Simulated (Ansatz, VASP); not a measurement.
BeZn5Se6 in VASP and in Ansatz

```
Be Zn Se
1.0
     0.00039   -0.00034    6.53517
     6.89129    0.00031    0.00027
    -3.44537    5.96766   -0.00047
Be Zn Se
1 5 6
Cartesian
  -0.0003 0.0004 0.0167
  3.4450 1.9900 0.0353
  -0.0005 3.9787 0.0346
  5.7723 1.9401 3.3102
  2.3264 4.0274 3.3101
  2.2405 -0.0004 3.3103
  3.4466 1.9887 2.5128
  0.0009 3.9781 2.5123
  0.0005 -0.0006 2.2860
  5.8213 1.8534 5.7912
  2.3757 4.1148 5.7909
  2.1399 0.0001 5.7911
```

Change from the starting cell: cell x1, atoms moved at random (sigma 0.15 Å) and cell strained at random (1.5 %), then relaxed without symmetry.

Alike in both runs: functional PBE; k mesh 2 × 3 × 3; occupations gaussian, width 0.1 eV; no spin polarisation.

Ansatz relaxed the structure, and its values are those at the end. VASP's run is a single point on that final structure, the one shown.

```csv
,VASP,Ansatz
version,VASP 6.6.1,Ansatz 0.2.0
potentials or method,"VASP PAW PBE potentials, release 64 (Be, Zn, Se), cutoff 520 eV","scalar-relativistic, plane waves, PAW"
valence electrons in the cell,98,158
```

|  | VASP | Ansatz | Ansatz less VASP |
| --- | --- | --- | --- |
| gap on the k mesh at the Fermi level (eV) | 1.55 | 1.55 | -0.001 |
| least direct gap on the mesh (eV) | 1.55 | 1.55 | -0.001 |
| pressure (GPa) | 0.2 | 0.0 | -0.20 |
| rms of the force components (eV/Å) | 0.005 | 0.004 | -0.0004 |

VASP's potentials hold 98 valence electrons a cell and Ansatz's 158, so a difference there can come from the potentials and not from the codes.

The k mesh is coarse, so the values compare programs but aren't converged.
